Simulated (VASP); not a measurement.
# La (P6_3/mmc) in VASP: further runs

The runs below take La through single point, with PBE.

Everything below comes from runs of VASP 6.6.1. Logs are shortened: lines on timing, memory, paths and dates and some standing lists are left out, and cuts for length are marked.

## Step 1: The cell of the first run

The structure is hexagonal, space group P6_3/mmc (No. 194). The conventional cell has a = 2.805 Å, b = 2.805 Å, c = 4.756 Å, α = 90.00°, β = 90.00°, γ = 120.00°. La (site symmetry -6m2) has 12 La at 2.80 to 2.88 Å within 3.7 Å.

## Step 2: Single point, PBE

The input, INCAR:

```
SYSTEM = La
  PREC = Accurate
  ENCUT = 520
  EDIFF = 1E-7
  ISMEAR = -1
  SIGMA = 0.08
  LREAL = .FALSE.
  LASPH = .TRUE.
  NELM = 80
  ALGO = Normal
  ISIF = 2
  LWAVE = .FALSE.
  LCHARG = .FALSE.
  GGA = PE
  NBANDS = 18
```

The input, KPOINTS:

```
regular mesh
0
G
  13 13 7
  0 0 0
```

The input, POSCAR:

```
La
1.0
    2.8049703390      0.0000000000      0.0000000000
   -1.4024851695      2.4291755705      0.0000000000
    0.0000000000      0.0000000000      4.7561053449
La
2
Direct
    0.3333333333      0.6666666667      0.2500000000
    0.6666666667      0.3333333333      0.7500000000
```

Potentials or basis: VASP PAW PBE potentials, release 64 (La).

The run is started by

```bash
$ cat potpaw_PBE.64/La/POTCAR > POTCAR
$ mpirun -np 1 vasp_std > vasp.out
```

OUTCAR:

```text
SYSTEM = La
   PREC = Accurate
   ENCUT = 520
   EDIFF = 1E-7
   ISMEAR = -1
   LREAL = .FALSE.
   LASPH = .TRUE.
   NELM = 80
   ISIF = 2
   GGA = PE

 ion  position               nearest neighbor table
   1  0.333  0.667  0.250-   2 2.88   2 2.88   2 2.88   2 2.88   2 2.88   2 2.88
   2  0.667  0.333  0.750-   1 2.88   1 2.88   1 2.88   1 2.88   1 2.88   1 2.88

  LATTYP: Found a hexagonal cell.
 ALAT       =     2.8049703390
 C/A-ratio  =     1.6955991580

  Lattice vectors:

 A1 = (   2.8049703390,   0.0000000000,   0.0000000000)
 A2 = (  -1.4024851695,   2.4291755705,   0.0000000000)
 A3 = (   0.0000000000,   0.0000000000,   4.7561053449)

Analysis of symmetry for initial positions (statically):
=====================================================================
 Subroutine PRICEL returns:
 Original cell was already a primitive cell.

 Routine SETGRP: Setting up the symmetry group for a
 hexagonal supercell.

 Subroutine GETGRP returns: Found 24 space group operations
 (whereof 12 operations were pure point group operations)
 out of a pool of 24 trial point group operations.

The static configuration has the point symmetry D_3d.
 The point group associated with its full space group is D_6h.

Analysis of symmetry for dynamics (positions and initial velocities):
=====================================================================
 Subroutine PRICEL returns:
 Original cell was already a primitive cell.

 Routine SETGRP: Setting up the symmetry group for a
 hexagonal supercell.

 Subroutine GETGRP returns: Found 24 space group operations
 (whereof 12 operations were pure point group operations)
 out of a pool of 24 trial point group operations.

The dynamic configuration has the point symmetry D_3d.
 The point group associated with its full space group is D_6h.

 Subroutine INISYM returns: Found 24 space group operations
 (whereof 12 operations are pure point group operations),
 and found     1 'primitive' translations

----------------------------------------------------------------------------------------

                                     Primitive cell

  volume of cell :      32.4070

  direct lattice vectors                    reciprocal lattice vectors
     2.804970339  0.000000000  0.000000000     0.356510009  0.205831149  0.000000000
    -1.402485170  2.429175570  0.000000000     0.000000000  0.411662299  0.000000000
     0.000000000  0.000000000  4.756105345     0.000000000  0.000000000  0.210256066

  length of vectors
     2.804970339  2.804970339  4.756105345     0.411662299  0.411662299  0.210256066

  position of ions in fractional coordinates (direct lattice)
     0.333333333  0.666666667  0.250000000
     0.666666667  0.333333333  0.750000000

  ion indices of the primitive-cell ions
   primitive index   ion index
                 1           1
                 2           2

----------------------------------------------------------------------------------------

 KPOINTS: regular mesh

Automatic generation of k-mesh.
 Grid dimensions read from file:
 generate k-points for:   13   13    7

 Generating k-lattice:

  Cartesian coordinates                     Fractional coordinates (reciprocal lattice)
     0.027423847  0.015833165  0.000000000     0.076923077  0.000000000  0.000000000
     0.000000000  0.031666331  0.000000000     0.000000000  0.076923077  0.000000000
     0.000000000  0.000000000  0.030036581     0.000000000  0.000000000  0.142857143

  Length of vectors
     0.031666331  0.031666331  0.030036581

  Shift w.r.t. Gamma in fractional coordinates (k-lattice)
     0.000000000  0.000000000  0.000000000

 Subroutine IBZKPT returns following result:
 ===========================================

 Found     84 irreducible k-points:

 Following reciprocal coordinates:
            Coordinates               Weight
  0.000000  0.000000  0.000000      1.000000
  0.076923  0.000000  0.000000      6.000000
  0.153846 -0.000000  0.000000      6.000000
  0.230769  0.000000  0.000000      6.000000
  0.307692 -0.000000  0.000000      6.000000
  0.384615  0.000000  0.000000      6.000000
[... 16 lines left out ...]
  0.076923  0.000000  0.142857     12.000000
  0.153846 -0.000000  0.142857     12.000000
 [... further k-points ...]
   k-points           NKPTS =     84   k-points in BZ     NKDIM =     84   number of bands    NBANDS=     18
   number of dos      NEDOS =    301   number of ions     NIONS =      2
   total plane-waves  NPLWV =  20736
   dimension x,y,z NGX =    24 NGY =   24 NGZ =   36
   dimension x,y,z NGXF=    48 NGYF=   48 NGZF=   72
   ions per type =               2
   NGX,Y,Z   is equivalent  to a cutoff of  14.22, 14.22, 12.58 a.u.
   NGXF,Y,Z  is equivalent  to a cutoff of  28.45, 28.45, 25.17 a.u.
 SYSTEM =  La
   PREC   = accura    normal or accurate (medium, high low for compatibility)
   ISTART =      0    job   : 0-new  1-cont  2-samecut
   ICHARG =      2    charge: 1-file 2-atom 10-const
   ISPIN  =      1    spin polarized calculation?
   LNONCOLLINEAR =      F non collinear calculations
   LSORBIT =      F    spin-orbit coupling
   LASPH  =      T    aspherical Exc in radial PAW
   ENCUT  =  520.0 eV  38.22 Ry    6.18 a.u.   5.22  5.22  8.84*2*pi/ulx,y,z
   NELM   =     80;   NELMIN=  2; NELMDL= -5     # of ELM steps
   EDIFF  = 0.1E-06   stopping-criterion for ELM
   LREAL  =      F    real-space projection
   EDIFFG = 0.1E-05   stopping-criterion for IOM
   NSW    =      0    number of steps for IOM
   IBRION =     -1    ionic relax: 0-MD 1-quasi-New 2-CG
   NFREE  =      0    steps in history (QN), initial steepest desc. (CG)
   ISIF   =      2    stress and relaxation
   ISYM   =      2    0-nonsym 1-usesym 2-fastsym
   POTIM  = 0.5000    time-step for ionic-motion
   TEBEG  =    0.0;   TEEND  =   0.0 temperature during run
   PSTRESS=    0.0 pullay stress
   NELECT =      22.0000    total number of electrons
   NUPDOWN=      -1.0000    fix difference up-down
   EMIN   =  10.00;   EMAX   =-10.00  energy-range for DOS
   EFERMI =   0.00;   METHOD = LEGACY
   ISMEAR =    -1;   SIGMA  =   0.08  broadening in eV -4-tet -1-fermi 0-gaus
   EFERMI_NEDOS =   21; number of points for ismear=-14 and -15
   IALGO  =     38    algorithm
   IMIX   =      4    mixing-type and parameters
     AMIX     =   0.40;   BMIX     =  1.00
     AMIX_MAG =   1.60;   BMIX_MAG =  1.00
  volume/ion in A,a.u.               =      16.20       109.35
  Fermi-wavevector in a.u.,A,eV,Ry     =   1.438808  2.718953 28.166352  2.070168
  Thomas-Fermi vector in A             =   2.557734
   LORBIT       =      0    0 simple, 1 ext, 2 COOP (PROOUT), +10 PAW based schemes
   GGA     = PE    functional components
   LHFCALC =     F    Hartree Fock is set to
   AEXX    =    0.0000 exact exchange contribution
   IVDW    =     0    specifies the selected vdW correction
   LEPSILON=     F    determine dielectric tensor
   LRPA    =     F    only Hartree local field effects (RPA)
 non-spin polarized calculation
  energy-cutoff  :      520.00
  volume of cell :       32.41
 maximum number of plane-waves:       887
 NGX is ok and might be reduce to    24
   NGX = 11   NGY = 11   NGZ = 17

 number of electron      22.0000000 magnetization

 Free energy of the ion-electron system (eV)
  ---------------------------------------------------
  ext. energy  EPLUGINS =         0.00000000
  ---------------------------------------------------
  free energy    TOTEN  =        -3.89889402 eV

  energy without entropy =       -3.86343248  energy(sigma->0) =       -3.88116325

 E-fermi :  19.4610     XC(G=0): -13.5092

 val. band max:       19.4596105590   @ k =   0.3077   0.2308   0.4286
 cond. band min:      19.4687782591   @ k =   0.0000   0.0000   0.1429
 fundamental gap:      0.0091677001
 Fermi energy:        19.4610027348

 k-point     1 :       0.0000    0.0000    0.0000
  band No.  band energies     occupation
      1     -15.3910      2.00000
      2     -12.8385      2.00000
      3      -1.8639      2.00000
      4       6.7001      2.00000
      5       6.7001      2.00000
      6       7.2672      2.00000
[... 10 lines left out ...]
     17      22.1490      0.00000
     18      22.2474      0.00000

 k-point     2 :       0.0769    0.0000    0.0000
  band No.  band energies     occupation
      1     -15.2803      2.00000
      2     -12.7546      2.00000
      3      -1.7402      2.00000
      4       5.9808      2.00000
      5       6.4744      2.00000
      6       7.2202      2.00000
[... 10 lines left out ...]
     17      21.9563      0.00000
     18      22.6214      0.00000

 k-point     3 :       0.1538   -0.0000    0.0000
  band No.  band energies     occupation
      1     -14.9550      2.00000
      2     -12.5159      2.00000
      3      -1.3742      2.00000
      4       4.3162      2.00000
      5       5.9045      2.00000
      6       5.9413      2.00000
[... 10 lines left out ...]
     17      22.8451      0.00000
     18      22.9517      0.00000

 k-point     4 :       0.2308    0.0000    0.0000
  band No.  band energies     occupation
      1     -14.4378      2.00000
      2     -12.1663      2.00000
      3      -0.7829      2.00000
      4       2.4006      2.00000
      5       4.1463      2.00000
      6       5.3204      2.00000
[... 375 lines left out ...]
      4       6.6217      2.00000
      5       6.7530      2.00000
      6       6.7530      2.00000
[... 10 lines left out ...]
     17      21.9023      0.00000
     18      22.4103      0.00000

 k-point    23 :       0.0769    0.0000    0.1429
  band No.  band energies     occupation
      1     -15.1872      2.00000
      2     -12.9319      2.00000
      3      -1.3486      2.00000
      4       6.0430      2.00000
      5       6.5162      2.00000
      6       6.5331      2.00000
[... 10 lines left out ...]
     17      22.0284      0.00000
     18      22.4318      0.00000

 k-point    24 :       0.1538   -0.0000    0.1429
  band No.  band energies     occupation
      1     -14.8640      2.00000
      2     -12.6844      2.00000
      3      -1.0092      2.00000
      4       4.4032      2.00000
      5       5.5908      2.00000
      6       6.0107      2.00000
[... 10 lines left out ...]
     17      22.7927      0.00000
     18      22.8603      0.00000

 [... further k-points ...]

------------------------ aborting loop because EDIFF is reached ----------------------------------------

  FORCE on cell =-STRESS in cart. coord.  units (eV):
  Direction    XX          YY          ZZ          XY          YZ          ZX
  --------------------------------------------------------------------------------------
  -------------------------------------------------------------------------------------
  Total       20.4645931     20.4645931     20.4815565      0.0000000     -0.0000000      0.0000000
  in kB     1011.7542856   1011.7542857   1012.5929448      0.0000000     -0.0000000      0.0000000
  external PRESSURE =    1012.0338387 kB  Pullay stress =       0.0000000 kB

 VOLUME and BASIS-vectors are now :
 -----------------------------------------------------------------------------
  energy-cutoff  :      520.00
  volume of cell :       32.41
      direct lattice vectors                 reciprocal lattice vectors
     2.804970339  0.000000000  0.000000000     0.356510009  0.205831149  0.000000000
    -1.402485170  2.429175570  0.000000000     0.000000000  0.411662299  0.000000000
     0.000000000  0.000000000  4.756105345     0.000000000  0.000000000  0.210256066

 POSITION                                       TOTAL-FORCE (eV/Angst)
 -----------------------------------------------------------------------------------
     -0.00000      1.61945      1.18903        -0.000000      0.000000      0.000000
      1.40249      0.80973      3.56708         0.000000      0.000000      0.000000
 -----------------------------------------------------------------------------------
    total drift:                               -0.000000      0.000000     -0.000000

  FREE ENERGIE OF THE ION-ELECTRON SYSTEM (eV)
  ---------------------------------------------------
  free  energy   TOTEN  =        -3.8988940165 eV

  energy  without entropy=       -3.8634324838  energy(sigma->0) =       -3.88116325
```

Wall time 2.3 min (1 thread of Intel Xeon 8259CL, shared host); peak memory 0.2 GiB.

What came out:

```
Free energy            : -3.8989 eV
Pressure               : 101.2 GPa
Band gap on the k mesh : zero (bands 11 and 12 overlap by 4.03 eV)
```

Caveat: the cell stands under pressure; spin-orbit coupling is left out, which moves the levels of the heavy elements.

## Step 3: Single point, PBE (16.20 Å³/atom)

The input, INCAR:

```
PREC = Accurate ; ENCUT = 520
EDIFF = 1E-6 ; ISMEAR = -1
SIGMA = 0.08 ; LREAL = F
LASPH = T ; NELM = 60
ALGO = Normal ; ISIF = 2
LWAVE = F ; LCHARG = F
GGA = PE ; NBANDS = 18
```

The input, KPOINTS:

```
regular mesh
0
Gamma
  13 13 7
```

The input, POSCAR:

```
La
1.0
    2.8049703390      0.0000000000      0.0000000000
   -1.4024851696      2.4291755705      0.0000000000
    0.0000000000      0.0000000000      4.7561053449
La
2
Direct
    0.3333333333      0.6666666667      0.2500000000
    0.6666666667      0.3333333333      0.7500000000
```

Potentials or basis: VASP PAW PBE potentials, release 64 (La).

The run is started by

```bash
$ cat potpaw_PBE.64/La/POTCAR > POTCAR
$ mpirun -np 1 vasp_std > vasp.out
```

Wall time 2.1 min (1 thread of Intel Xeon 8259CL, shared host); peak memory 0.2 GiB.

It converged, with:

```
Free energy            : -3.8989 eV
Pressure               : 101.2 GPa
Band gap on the k mesh : zero (bands 11 and 12 overlap by 4.03 eV)
```

Stress tensor (GPa, compression positive):
```
101.15   0.00   0.00
  0.00 101.15   0.00
  0.00   0.00 101.24
```

Levels at points of the mesh, in eV from the Fermi level:
```csv
k point,band 9,band 10,band 11,band 12,band 13,band 14
"(0.00, 0.00, 0.00)",-1.89,-0.13,1.27,1.35,1.63,1.63
```

Caveat: the cell stands under pressure; spin-orbit coupling is left out, which moves the levels of the heavy elements.

## Step 4: Single point, PBE (16.20 Å³/atom)

The input, INCAR:

```
SYSTEM = La
PREC     = Accurate       ! precision mode
ENCUT    = 520            ! plane-wave cutoff, eV
EDIFF    = 1E-7           ! SCF threshold, eV
ISMEAR   = -1             ! smearing method
SIGMA    = 0.08           ! smearing width, eV
LREAL    = .FALSE.        ! projectors in reciprocal space
LASPH    = .TRUE.         ! aspherical terms in the spheres
NELM     = 80             ! most SCF steps
ALGO     = Normal         ! electronic algorithm
ISIF     = 2              ! what is computed and relaxed
LWAVE    = .FALSE.        ! write WAVECAR
LCHARG   = .TRUE.         ! write CHGCAR
GGA      = PE             ! functional
LELF     = .TRUE.         ! ELF
LVHAR    = .TRUE.       
NBANDS   = 18             ! bands
```

The input, KPOINTS:

```
Automatic mesh
0
G
  13 13 7
  0 0 0
```

POSCAR is that of step 3.

The run is started by

```bash
$ cat potpaw_PBE.64/La/POTCAR > POTCAR
$ mpirun -np 1 vasp_std > vasp.out
```

Wall time 2.6 min (1 thread of Intel Xeon 8259CL, shared host); peak memory 0.2 GiB.

It converged, with:

* Free energy: -3.8989 eV
* Pressure: 101.2 GPa
* Band gap on the k mesh: zero (bands 11 and 12 overlap by 4.03 eV)

Stress tensor (GPa, compression positive):
```
101.18   0.00   0.00
  0.00 101.18   0.00
  0.00   0.00 101.26
```

Levels at points of the mesh, in eV from the Fermi level:
| k point | band 8 | band 9 | band 10 | band 11 | band 12 | band 13 | band 14 | band 15 |
| --- | --- | --- | --- | --- | --- | --- | --- | --- |
| (0.00, 0.00, 0.00) | -11.61 | -1.89 | -0.13 | 1.27 | 1.35 | 1.63 | 1.63 | 1.86 |

Caveat: the cell stands under pressure; spin-orbit coupling is left out, which moves the levels of the heavy elements.

## Step 5: Single point, PBE

This run uses another cell than the first one, of 18.84 Å³/atom.

The input, INCAR:

```
SYSTEM = La
ALGO     = Normal         ! electronic algorithm
EDIFF    = 1E-7           ! SCF threshold, eV
ENCUT    = 520            ! plane-wave cutoff, eV
GGA      = PE             ! functional
ISIF     = 2              ! what is computed and relaxed
ISMEAR   = -1             ! smearing method
LASPH    = .True.         ! aspherical terms in the spheres
LCHARG   = .False.        ! write CHGCAR
LREAL    = .False.        ! projectors in reciprocal space
LWAVE    = .False.        ! write WAVECAR
NBANDS   = 18             ! bands
NELM     = 100            ! most SCF steps
PREC     = Accurate       ! precision mode
SIGMA    = 0.08           ! smearing width, eV
```

The input, KPOINTS:

```
k-points
0
Gamma
  13 13 7
  0 0 0
```

The input, POSCAR:

```
La
1.0
    2.9544917316      0.0000000000      0.0000000000
   -1.4772458658      2.5586648949      0.0000000000
    0.0000000000      0.0000000000      4.9847571243
La
2
Direct
    0.3333333333      0.6666666667      0.2500000000
    0.6666666667      0.3333333333      0.7500000000
```

The run is started by

```bash
$ cat potpaw_PBE.64/La/POTCAR > POTCAR
$ mpirun -np 1 vasp_std > vasp.out
```

Run time: 2.8 min. Hardware: 1 thread of Intel Xeon 8259CL, shared host; peak memory 0.21 GiB.

The run converged. Its results:

| Property | Result |
| --- | --- |
| Free energy | -6.3389 eV |
| Pressure | 52.7 GPa |
| Band gap on the k mesh | zero (bands 11 and 12 overlap by 3.28 eV) |

Levels at points of the mesh, in eV from the Fermi level:
```tsv
k point	band 9	band 10	band 11	band 12	band 13	band 14
(0.00, 0.00, 0.00)	-2.10	-0.11	0.27	1.55	1.55	1.55
```

Caveat: the cell stands under pressure; spin-orbit coupling is left out, which moves the levels of the heavy elements.

## Step 6: Single point, PBE (18.84 Å³/atom)

This run uses another cell than the first one, of 18.84 Å³/atom.

The input, INCAR:

```
PREC     = Accurate       # precision mode
ENCUT    = 520            # plane-wave cutoff, eV
EDIFF    = 1E-7           # SCF threshold, eV
ISMEAR   = -1             # smearing method
SIGMA    = 0.08           # smearing width, eV
LREAL    = F              # projectors in reciprocal space
LASPH    = T              # aspherical terms in the spheres
NELM     = 80             # most SCF steps
ALGO     = Normal         # electronic algorithm
ISIF     = 2              # what is computed and relaxed
LWAVE    = F              # write WAVECAR
LCHARG   = F              # write CHGCAR
GGA      = PE             # functional
NBANDS   = 18             # bands
```

The input, KPOINTS:

```
Automatic mesh
0
Gamma
  13 13 7
```

POSCAR is that of step 5.

Potentials or basis: VASP PAW PBE potentials, release 64 (La).

The run is started by

```bash
$ cat potpaw_PBE.64/La/POTCAR > POTCAR
$ mpirun -np 1 vasp_std > vasp.out
```

Run time: 2.9 min. Hardware: 1 thread of Intel Xeon 8259CL, shared host; peak memory 0.21 GiB.

The run converged. Its results:

```yaml
Free_energy: -6.3389 eV
Pressure: 52.7 GPa
Band_gap_on_the_k_mesh: zero (bands 11 and 12 overlap by 3.28 eV)
```

Levels at points of the mesh, in eV from the Fermi level:
```tsv
k point	band 8	band 9	band 10	band 11	band 12	band 13	band 14	band 15
(0.00, 0.00, 0.00)	-12.77	-2.10	-0.11	0.27	1.55	1.55	1.55	1.88
```

Caveat: the cell stands under pressure; spin-orbit coupling is left out, which moves the levels of the heavy elements.
